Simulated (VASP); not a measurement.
A run of VASP 6.6.1:

Contents of INCAR:

```
PREC     = Accurate       # precision mode
ENCUT    = 600            # plane-wave cutoff, eV
EDIFF    = 1E-6           # SCF threshold, eV
ISMEAR   = -1             # smearing method
SIGMA    = 0.05           # smearing width, eV
LREAL    = F              # projectors in reciprocal space
LASPH    = T              # aspherical terms in the spheres
NELM     = 120            # most SCF steps
ALGO     = Normal         # electronic algorithm
ISIF     = 2              # what is computed and relaxed
LWAVE    = F              # write WAVECAR
LCHARG   = F              # write CHGCAR
GGA      = RE             # functional
IVDW     = 12             # dispersion correction
NBANDS   = 11             # bands
GGA_COMPAT= F
```

KPOINTS

```
Automatic mesh
0
Gamma
  10 10 10
```

POSCAR

```
SiC
1.0
    0.0000000000      2.2076743409      2.2076743409
    2.2076743409      0.0000000000      2.2076743409
    2.2076743409      2.2076743409      0.0000000000
Si C
1 1
Direct
    0.0000000000      0.0000000000      0.0000000000
    0.7500000000      0.7500000000      0.7500000000
```

Potentials or basis: VASP PAW PBE potentials, release 64 (Si, C).

Command:

```console
$ cat potpaw_PBE.64/Si/POTCAR potpaw_PBE.64/C/POTCAR > POTCAR
$ mpirun -np 1 vasp_std > vasp.out
```

Hardware: 1 thread of Intel Xeon 6975P-C, with other jobs on the host.

Q: How long does it take, and how much memory?

A: Wall time 10 s on 1 thread of Intel Xeon 6975P-C (shared host), peak memory 0.17 GiB. Counts: scf iterations 12, k points 47.
